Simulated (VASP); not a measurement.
A run of VASP 6.6.1:

File INCAR:

```
PREC = Accurate
ENCUT = 500
EDIFF = 1E-6
ISMEAR = 0
SIGMA = 0.1
LREAL = False
LASPH = True
NELM = 120
ALGO = Normal
ISIF = 2
LWAVE = False
LCHARG = True
GGA = PS
LELF = True
LVHAR = True
NBANDS = 19
GGA_COMPAT = False
```

Contents of KPOINTS:

```
regular mesh
0
Gamma
  6 6 6
```

File POSCAR:

```
Zr
1.0
    1.5639932564      0.9029719276      5.2295977651
   -1.5639932564      0.9029719276      5.2295977651
    0.0000000000     -1.8059438551      5.2295977651
Zr
2
Direct
    0.2500152705      0.2500152705      0.2500152705
    0.7499847295      0.7499847295      0.7499847295
```

Potentials or basis: VASP PAW PBE potentials, release 64 (Zr_sv).

Run with:

```console
$ cat potpaw_PBE.64/Zr_sv/POTCAR > POTCAR
$ mpirun -np 1 vasp_std > vasp.out
```

Hardware: 1 thread of Intel(R) Xeon(R) Platinum 8488C (Sapphire Rapids), on a shared host.

Question: Estimate the wall time of this run.

Answer: Wall time 44 s on 1 thread of Intel(R) Xeon(R) Platinum 8488C (Sapphire Rapids) (shared host), peak memory 0.23 GiB. Counts: scf iterations 11, k points 32.
